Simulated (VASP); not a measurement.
# Al3GaN4 (Cm) in VASP: notebook

Al3GaN4 is run at these levels: PBEsol; tasks: single point.

Program: VASP 6.6.1. These are calculated values, not measurements. Logs are shortened: lines on timing, memory, paths and dates and some standing lists are left out, and cuts for length are marked.

### Step 1. The cell of the first run

It takes space group Cm (No. 8, monoclinic). Conventional cell: a = 6.225 Å, b = 6.225 Å, c = 4.401 Å, α = 90.00°, β = 90.00°, γ = 90.00°. Al (site symmetry m) has 4 N at 1.86 to 1.99 Å within 2.5 Å. Al (site symmetry 1) has 4 N at 1.89 Å within 2.5 Å. Within 2.6 Å of Ga (site symmetry m) lie 4 N at 1.95 Å. Within 2.5 Å of N (site symmetry m) lie 3 Al at 1.89 to 1.99 Å and 1 Ga at 1.95 Å. N (site symmetry 1) has 3 Al at 1.86 to 1.89 Å and 1 Ga at 1.95 Å within 2.5 Å. N (site symmetry m) has 3 Al at 1.86 to 1.89 Å and 1 Ga at 1.95 Å within 2.5 Å.

### Step 2. Single point, PBEsol (atom 1 (Al) moved -0.100 Å towards its neighbour atom 5 (N) at 1.892 Å)

Contents of INCAR:

```
ALGO     = Normal         # electronic algorithm
EDIFF    = 1E-7           # SCF threshold, eV
ENCUT    = 520            # plane-wave cutoff, eV
GGA      = PS             # functional
ISIF     = 2              # what is computed and relaxed
ISMEAR   = 0              # smearing method
LASPH    = T              # aspherical terms in the spheres
LCHARG   = T              # write CHGCAR
LELF     = T              # ELF
LREAL    = F              # projectors in reciprocal space
LVHAR    = T            
LWAVE    = F              # write WAVECAR
NBANDS   = 31             # bands
NELM     = 60             # most SCF steps
PREC     = Accurate       # precision mode
SIGMA    = 0.05           # smearing width, eV
```

Contents of KPOINTS:

```
k-points
0
Gamma
  6 6 6
```

Contents of POSCAR:

```
Al3GaN4
1.0
    4.4014385300      0.0000000000      0.0000000000
    0.0000000000      4.4014385300      0.0000000000
    0.0000000000      0.0000000000      4.4014385300
Al Ga N
3 1 4
Direct
    0.4870916288      0.4870916288     -0.0135255038
    0.5000000000      0.0000000000      0.5000000000
    0.0000000000      0.5000000000      0.5000000000
    0.0000000000      0.0000000000      0.0000000000
    0.7441634300      0.7441634300      0.2558365700
    0.7441634300      0.2558365700      0.7441634300
    0.2558365700      0.7441634300      0.7441634300
    0.2558365700      0.2558365700      0.2558365700
```

Potentials or basis: VASP PAW PBE potentials, release 64 (Al, Ga_d, N).

On the command line:

```sh
$ cat potpaw_PBE.64/Al/POTCAR potpaw_PBE.64/Ga_d/POTCAR potpaw_PBE.64/N/POTCAR > POTCAR
$ mpirun -np 1 vasp_std > vasp.out
```

OUTCAR:

```text
EDIFF = 1E-7
   ENCUT = 520
   GGA = PS
   ISIF = 2
   ISMEAR = 0
   LASPH = T
   LREAL = F
   NELM = 60
   PREC = Accurate

 ion  position               nearest neighbor table
   1  0.487  0.487  0.986-   6 1.86   7 1.86   8 1.86   5 1.99   2 3.03   3 3.03   4 3.03   2 3.11
                             3 3.11   4 3.11   4 3.11   3 3.12   2 3.12   2 3.20   3 3.20
   2  0.500  0.000  0.500-   5 1.89   6 1.89   7 1.89   8 1.89   1 3.03   1 3.11   4 3.11   4 3.11
                             3 3.11   3 3.11   3 3.11   4 3.11   4 3.11   3 3.11   1 3.12   1 3.20
   3  0.000  0.500  0.500-   5 1.89   6 1.89   7 1.89   8 1.89   1 3.03   1 3.11   4 3.11   4 3.11
                             2 3.11   4 3.11   4 3.11   2 3.11   2 3.11   2 3.11   1 3.12   1 3.20
   4  0.000  0.000  0.000-   5 1.95   6 1.95   7 1.95   8 1.95   1 3.03   2 3.11   3 3.11   2 3.11
                             3 3.11   3 3.11   3 3.11   2 3.11   2 3.11   1 3.11   1 3.11
   5  0.744  0.744  0.256-   2 1.89   3 1.89   4 1.95   1 1.99
   6  0.744  0.256  0.744-   1 1.86   2 1.89   3 1.89   4 1.95
   7  0.256  0.744  0.744-   1 1.86   2 1.89   3 1.89   4 1.95
   8  0.256  0.256  0.256-   1 1.86   2 1.89   3 1.89   4 1.95

  LATTYP: Found a simple cubic cell.
 ALAT       =     4.4014385300

  Lattice vectors:

 A1 = (   4.4014385300,   0.0000000000,   0.0000000000)
 A2 = (   0.0000000000,   4.4014385300,   0.0000000000)
 A3 = (   0.0000000000,   0.0000000000,   4.4014385300)

Analysis of symmetry for initial positions (statically):
=====================================================================
 Subroutine PRICEL returns:
 Original cell was already a primitive cell.

 Routine SETGRP: Setting up the symmetry group for a
 simple cubic supercell.

 Subroutine GETGRP returns: Found  2 space group operations
 (whereof  2 operations were pure point group operations)
 out of a pool of 48 trial point group operations.

The static configuration has the point symmetry C_1h.

Analysis of symmetry for dynamics (positions and initial velocities):
=====================================================================
 Subroutine PRICEL returns:
 Original cell was already a primitive cell.

 Routine SETGRP: Setting up the symmetry group for a
 simple cubic supercell.

 Subroutine GETGRP returns: Found  2 space group operations
 (whereof  2 operations were pure point group operations)
 out of a pool of 48 trial point group operations.

The dynamic configuration has the point symmetry C_1h.

 Subroutine INISYM returns: Found  2 space group operations
 (whereof  2 operations are pure point group operations),
 and found     1 'primitive' translations

----------------------------------------------------------------------------------------

                                     Primitive cell

  volume of cell :      85.2676

  direct lattice vectors                    reciprocal lattice vectors
     4.401438530  0.000000000  0.000000000     0.227198447  0.000000000  0.000000000
     0.000000000  4.401438530  0.000000000     0.000000000  0.227198447  0.000000000
     0.000000000  0.000000000  4.401438530     0.000000000  0.000000000  0.227198447

  length of vectors
     4.401438530  4.401438530  4.401438530     0.227198447  0.227198447  0.227198447

  position of ions in fractional coordinates (direct lattice)
     0.487091629  0.487091629  0.986474496
     0.500000000  0.000000000  0.500000000
     0.000000000  0.500000000  0.500000000
     0.000000000  0.000000000  0.000000000
     0.744163430  0.744163430  0.255836570
     0.744163430  0.255836570  0.744163430
     0.255836570  0.744163430  0.744163430
     0.255836570  0.255836570  0.255836570

  ion indices of the primitive-cell ions
   primitive index   ion index
                 1           1
                 2           2
                 3           3
                 4           4
                 5           5
                 6           6
                 7           7
                 8           8

----------------------------------------------------------------------------------------

 KPOINTS: k-points

Automatic generation of k-mesh.
 Grid dimensions read from file:
 generate k-points for:    6    6    6

 Generating k-lattice:

  Cartesian coordinates                     Fractional coordinates (reciprocal lattice)
     0.037866408  0.000000000  0.000000000     0.166666667  0.000000000  0.000000000
     0.000000000  0.037866408  0.000000000     0.000000000  0.166666667  0.000000000
     0.000000000  0.000000000  0.037866408     0.000000000  0.000000000  0.166666667

  Length of vectors
     0.037866408  0.037866408  0.037866408

  Shift w.r.t. Gamma in fractional coordinates (k-lattice)
     0.000000000  0.000000000  0.000000000

 Subroutine IBZKPT returns following result:
 ===========================================

 Found     68 irreducible k-points:

 Following reciprocal coordinates:
            Coordinates               Weight
  0.000000  0.000000  0.000000      1.000000
  0.166667  0.000000  0.000000      4.000000
  0.000000  0.000000  0.166667      2.000000
  0.333333  0.000000  0.000000      4.000000
  0.000000  0.000000  0.333333      2.000000
  0.500000  0.000000  0.000000      2.000000
[... 16 lines left out ...]
 -0.333333  0.333333  0.000000      2.000000
 -0.333333  0.000000  0.333333      4.000000
 [... further k-points ...]
   k-points           NKPTS =     68   k-points in BZ     NKDIM =     68   number of bands    NBANDS=     31
   number of dos      NEDOS =    301   number of ions     NIONS =      8
   total plane-waves  NPLWV =  46656
   dimension x,y,z NGX =    36 NGY =   36 NGZ =   36
   dimension x,y,z NGXF=    72 NGYF=   72 NGZF=   72
   ions per type =               3   1   4
   NGX,Y,Z   is equivalent  to a cutoff of  13.60, 13.60, 13.60 a.u.
   NGXF,Y,Z  is equivalent  to a cutoff of  27.19, 27.19, 27.19 a.u.
 SYSTEM =  unknown system
   PREC   = accura    normal or accurate (medium, high low for compatibility)
   ISTART =      0    job   : 0-new  1-cont  2-samecut
   ICHARG =      2    charge: 1-file 2-atom 10-const
   ISPIN  =      1    spin polarized calculation?
   LNONCOLLINEAR =      F non collinear calculations
   LSORBIT =      F    spin-orbit coupling
   LASPH  =      T    aspherical Exc in radial PAW
   ENCUT  =  520.0 eV  38.22 Ry    6.18 a.u.   8.18  8.18  8.18*2*pi/ulx,y,z
   NELM   =     60;   NELMIN=  2; NELMDL= -5     # of ELM steps
   EDIFF  = 0.1E-06   stopping-criterion for ELM
   LREAL  =      F    real-space projection
   EDIFFG = 0.1E-05   stopping-criterion for IOM
   NSW    =      0    number of steps for IOM
   IBRION =     -1    ionic relax: 0-MD 1-quasi-New 2-CG
   NFREE  =      0    steps in history (QN), initial steepest desc. (CG)
   ISIF   =      2    stress and relaxation
   ISYM   =      2    0-nonsym 1-usesym 2-fastsym
   POTIM  = 0.5000    time-step for ionic-motion
   TEBEG  =    0.0;   TEEND  =   0.0 temperature during run
   PSTRESS=    0.0 pullay stress
   NELECT =      42.0000    total number of electrons
   NUPDOWN=      -1.0000    fix difference up-down
   EMIN   =  10.00;   EMAX   =-10.00  energy-range for DOS
   EFERMI =   0.00;   METHOD = LEGACY
   ISMEAR =     0;   SIGMA  =   0.05  broadening in eV -4-tet -1-fermi 0-gaus
   EFERMI_NEDOS =   21; number of points for ismear=-14 and -15
   IALGO  =     38    algorithm
   IMIX   =      4    mixing-type and parameters
     AMIX     =   0.40;   BMIX     =  1.00
     AMIX_MAG =   1.60;   BMIX_MAG =  1.00
  volume/ion in A,a.u.               =      10.66        71.93
  Fermi-wavevector in a.u.,A,eV,Ry     =   1.292895  2.443217 22.743196  1.671578
  Thomas-Fermi vector in A             =   2.424575
   LORBIT       =      0    0 simple, 1 ext, 2 COOP (PROOUT), +10 PAW based schemes
   GGA     = PS    functional components
   LHFCALC =     F    Hartree Fock is set to
   AEXX    =    0.0000 exact exchange contribution
   IVDW    =     0    specifies the selected vdW correction
   LEPSILON=     F    determine dielectric tensor
   LRPA    =     F    only Hartree local field effects (RPA)
 non-spin polarized calculation
 Gauss-broadening in eV      SIGMA  =   0.05
  energy-cutoff  :      520.00
  volume of cell :       85.27
 maximum number of plane-waves:      2320
 NGX is ok and might be reduce to    36
   NGX = 17   NGY = 17   NGZ = 17

 number of electron      41.9999993 magnetization

 Free energy of the ion-electron system (eV)
  ---------------------------------------------------
  ext. energy  EPLUGINS =         0.00000000
  ---------------------------------------------------
  free energy    TOTEN  =       -59.85520435 eV

  energy without entropy =      -59.85520435  energy(sigma->0) =      -59.85520435

 E-fermi :   5.9554     XC(G=0): -11.3454

 val. band max:        5.7337796798   @ k =   0.0000   0.0000   0.0000
 cond. band min:       8.6228208484   @ k =   0.0000   0.0000   0.0000
 fundamental gap:      2.8890411686
 Fermi energy:         5.9553696048

 k-point     1 :       0.0000    0.0000    0.0000
  band No.  band energies     occupation
      1      -9.5392      2.00000
      2      -7.7991      2.00000
      3      -7.7954      2.00000
      4      -7.6688      2.00000
      5      -6.9705      2.00000
      6      -6.9700      2.00000
[... 23 lines left out ...]
     30      17.5200      0.00000
     31      17.5272      0.00000

 k-point     2 :       0.1667    0.0000    0.0000
  band No.  band energies     occupation
      1      -9.4117      2.00000
      2      -7.8455      2.00000
      3      -7.8050      2.00000
      4      -7.6855      2.00000
      5      -6.9687      2.00000
      6      -6.9655      2.00000
[... 23 lines left out ...]
     30      17.7083      0.00000
     31      17.7132      0.00000

 k-point     3 :       0.0000    0.0000    0.1667
  band No.  band energies     occupation
      1      -9.4117      2.00000
      2      -7.8477      2.00000
      3      -7.8023      2.00000
      4      -7.6859      2.00000
      5      -6.9691      2.00000
      6      -6.9652      2.00000
[... 703 lines left out ...]
     30      16.0948      0.00000
     31      16.2941      0.00000

 k-point    24 :      -0.3333    0.0000    0.3333
  band No.  band energies     occupation
      1      -8.6697      2.00000
      2      -8.0695      2.00000
      3      -7.9279      2.00000
      4      -7.6952      2.00000
      5      -6.9531      2.00000
      6      -6.9436      2.00000
[... 23 lines left out ...]
     30      16.1659      0.00000
     31      16.3318      0.00000

 [... further k-points ...]
[... 5 lines left out ...]
  --------------------------------------------------------------------------------------
  -------------------------------------------------------------------------------------
  Total        0.5419329      0.5419329      0.5492276     -0.4896652     -0.3676596     -0.3676596
  in kB       10.1829160     10.1829160     10.3199841     -9.2008069     -6.9083228     -6.9083228
  external PRESSURE =      10.2286053 kB  Pullay stress =       0.0000000 kB

 VOLUME and BASIS-vectors are now :
 -----------------------------------------------------------------------------
  energy-cutoff  :      520.00
  volume of cell :       85.27
      direct lattice vectors                 reciprocal lattice vectors
     4.401438530  0.000000000  0.000000000     0.227198447  0.000000000  0.000000000
     0.000000000  4.401438530  0.000000000     0.000000000  0.227198447  0.000000000
     0.000000000  0.000000000  4.401438530     0.000000000  0.000000000  0.227198447

 POSITION                                       TOTAL-FORCE (eV/Angst)
 -----------------------------------------------------------------------------------
      2.14390      2.14390      4.34191         0.988299      0.988299      1.120615
      2.20072      0.00000      2.20072         0.178934     -0.264041     -0.275297
      0.00000      2.20072      2.20072        -0.264041      0.178934     -0.275297
      0.00000      0.00000      0.00000        -0.268164     -0.268164      0.201811
      3.27539      3.27539      1.12605        -0.263421     -0.263421     -0.428319
      3.27539      1.12605      3.27539         0.154083     -0.289105     -0.175786
      1.12605      3.27539      3.27539        -0.289105      0.154083     -0.175786
      1.12605      1.12605      1.12605        -0.236586     -0.236586      0.008060
 -----------------------------------------------------------------------------------
    total drift:                               -0.000005     -0.000005     -0.000052

  FREE ENERGIE OF THE ION-ELECTRON SYSTEM (eV)
  ---------------------------------------------------
  free  energy   TOTEN  =       -59.8552043459 eV

  energy  without entropy=      -59.8552043459  energy(sigma->0) =      -59.85520435
```

Run time: 3.6 min. Hardware: 1 thread of AMD EPYC 7R13 (Zen 3), shared host; peak memory 0.28 GiB.

What came out:

```
Free energy            : -59.8552 eV
Pressure               : 1.0 GPa
Largest force          : 1.791 eV/Å
Band gap on the k mesh : 2.89 eV
```

Forces on the atoms (eV/Å):
```
Al   0.988  0.988  1.121
Al   0.179 -0.264 -0.275
Al  -0.264  0.179 -0.275
Ga  -0.268 -0.268  0.202
N   -0.263 -0.263 -0.428
N    0.154 -0.289 -0.176
N   -0.289  0.154 -0.176
N   -0.237 -0.237  0.008
```

Stress tensor (GPa, compression positive):
```
 1.02 -0.92 -0.69
-0.92  1.02 -0.69
-0.69 -0.69  1.03
```

Caveat: the cell differs from its parent crystal (atom 1 (Al) moved -0.100 Å towards its neighbour atom 5 (N) at 1.892 Å); the PAW data sets were made with another functional, which shifts forces and pressure a little. A k mesh can miss the band edges.

### Step 3. Single point, PBEsol (atom 1 (Al) moved +0.080 Å towards its neighbour atom 5 (N) at 1.892 Å)

Contents of INCAR:

```
ALGO = Normal ; EDIFF = 1E-7
ENCUT = 520 ; GGA = PS
ISIF = 2 ; ISMEAR = 0
LASPH = T ; LCHARG = T
LELF = T ; LREAL = F
LVHAR = T ; LWAVE = F
NBANDS = 31 ; NELM = 100
PREC = Accurate ; SIGMA = 0.05
```

KPOINTS is that of step 2.

POSCAR, as its differences from that of step 2:

```diff
@@ -8,3 +8,3 @@
 Direct
-    0.4870916288      0.4870916288     -0.0135255038
+    0.5103266969      0.5103266969      0.0108204030
     0.5000000000      0.0000000000      0.5000000000
```

Potentials or basis: VASP PAW PBE potentials, release 64 (Al, Ga_d, N).

On the command line:

```sh
$ cat potpaw_PBE.64/Al/POTCAR potpaw_PBE.64/Ga_d/POTCAR potpaw_PBE.64/N/POTCAR > POTCAR
$ mpirun -np 1 vasp_std > vasp.out
```

Run time: 3.5 min. Hardware: 1 thread of AMD EPYC 7R13 (Zen 3), shared host; peak memory 0.28 GiB.

It converged, with:

* Free energy: -59.8766 eV
* Pressure: 1.0 GPa
* Largest force: 1.900 eV/Å
* Band gap on the k mesh: 3.18 eV

Forces in eV/Å, atoms in the order of the input:
```
Al  -1.065 -1.065 -1.158
Al  -0.136  0.204  0.215
Al   0.204 -0.136  0.215
Ga   0.210  0.210 -0.160
N    0.575  0.575  0.497
N    0.016  0.114  0.245
N    0.114  0.016  0.245
N    0.083  0.083 -0.099
```

Stress tensor (GPa, compression positive):
```
0.96 1.06 0.96
1.06 0.96 0.96
0.96 0.96 0.98
```

Levels at points of the mesh, in eV from the valence-band top:
| k point | band 19 | band 20 | band 21 | band 22 | band 23 | band 24 |
| --- | --- | --- | --- | --- | --- | --- |
| (0.00, 0.00, 0.00) | -0.09 | -0.02 | 0.00 | 3.18 | 3.18 | 3.29 |
| (0.50, 0.00, 0.00) | -1.17 | -1.02 | -0.92 | 5.44 | 5.54 | 5.93 |
| (0.00, 0.00, 0.50) | -1.22 | -1.07 | -0.86 | 5.44 | 5.54 | 5.93 |
| (0.50, 0.50, 0.00) | -0.69 | -0.58 | -0.44 | 7.21 | 7.36 | 7.43 |
| (0.00, 0.50, 0.50) | -0.64 | -0.57 | -0.48 | 7.20 | 7.34 | 7.45 |
| (0.50, 0.50, 0.50) | -0.54 | -0.37 | -0.32 | 5.42 | 6.85 | 6.91 |

Caveat: the cell differs from its parent crystal (atom 1 (Al) moved +0.080 Å towards its neighbour atom 5 (N) at 1.892 Å); the PAW data sets were made with another functional, which shifts forces and pressure a little. A k mesh can miss the band edges.

### Step 4. Single point, PBEsol (atom 1 (Al) moved -0.060 Å towards its neighbour atom 5 (N) at 1.892 Å)

Contents of INCAR:

```
PREC = Accurate ; ENCUT = 520
EDIFF = 1E-6 ; ISMEAR = 0
SIGMA = 0.05 ; LREAL = False
LASPH = True ; NELM = 100
ALGO = Normal ; ISIF = 2
LWAVE = False ; LCHARG = False
GGA = PS ; NBANDS = 31
```

Contents of KPOINTS:

```
Automatic mesh
0
Gamma
  6 6 6
```

POSCAR, as its differences from that of step 3:

```diff
@@ -8,3 +8,3 @@
 Direct
-    0.5103266969      0.5103266969      0.0108204030
+    0.4922549773      0.4922549773     -0.0081153023
     0.5000000000      0.0000000000      0.5000000000
```

On the command line:

```sh
$ cat potpaw_PBE.64/Al/POTCAR potpaw_PBE.64/Ga_d/POTCAR potpaw_PBE.64/N/POTCAR > POTCAR
$ mpirun -np 1 vasp_std > vasp.out
```

It took 2.8 min on 1 thread of AMD EPYC 7R13 (Zen 3), shared host; peak memory 0.28 GiB.

The run converged. Its results:

* Free energy: -59.9141 eV
* Pressure: 0.8 GPa
* Largest force: 1.140 eV/Å
* Band gap on the k mesh: 3.08 eV

Forces on the atoms (eV/Å):
```
Al   0.632  0.632  0.708
Al   0.106 -0.157 -0.164
Al  -0.157  0.106 -0.164
Ga  -0.160 -0.160  0.121
N   -0.166 -0.166 -0.318
N    0.113 -0.199 -0.080
N   -0.199  0.113 -0.080
N   -0.169 -0.169 -0.023
```

Stress tensor (GPa, compression positive):
```
 0.83 -0.60 -0.47
-0.60  0.83 -0.47
-0.47 -0.47  0.83
```

Levels at points of the mesh, in eV from the valence-band top:
| k point | band 17 | band 18 | band 19 | band 20 | band 21 | band 22 | band 23 | band 24 | band 25 | band 26 |
| --- | --- | --- | --- | --- | --- | --- | --- | --- | --- | --- |
| (0.00, 0.00, 0.00) | -2.02 | -1.97 | -0.07 | -0.06 | 0.00 | 3.08 | 3.36 | 3.36 | 3.45 | 6.87 |
| (0.50, 0.00, 0.00) | -2.66 | -1.34 | -1.18 | -1.02 | -0.94 | 5.42 | 5.59 | 5.99 | 6.08 | 8.40 |
| (0.00, 0.00, 0.50) | -2.65 | -1.31 | -1.22 | -1.06 | -0.89 | 5.42 | 5.59 | 5.99 | 6.08 | 8.40 |
| (0.50, 0.50, 0.00) | -2.54 | -0.90 | -0.66 | -0.58 | -0.48 | 7.20 | 7.35 | 7.49 | 7.70 | 7.95 |
| (0.00, 0.50, 0.50) | -2.54 | -0.92 | -0.62 | -0.56 | -0.53 | 7.18 | 7.36 | 7.50 | 7.70 | 7.95 |
| (0.50, 0.50, 0.50) | -0.61 | -0.57 | -0.47 | -0.43 | -0.32 | 5.42 | 6.87 | 6.89 | 6.92 | 9.26 |

Caveat: the cell differs from its parent crystal (atom 1 (Al) moved -0.060 Å towards its neighbour atom 5 (N) at 1.892 Å); the PAW data sets were made with another functional, which shifts forces and pressure a little. A k mesh can miss the band edges.

[end of part 1 of 2]
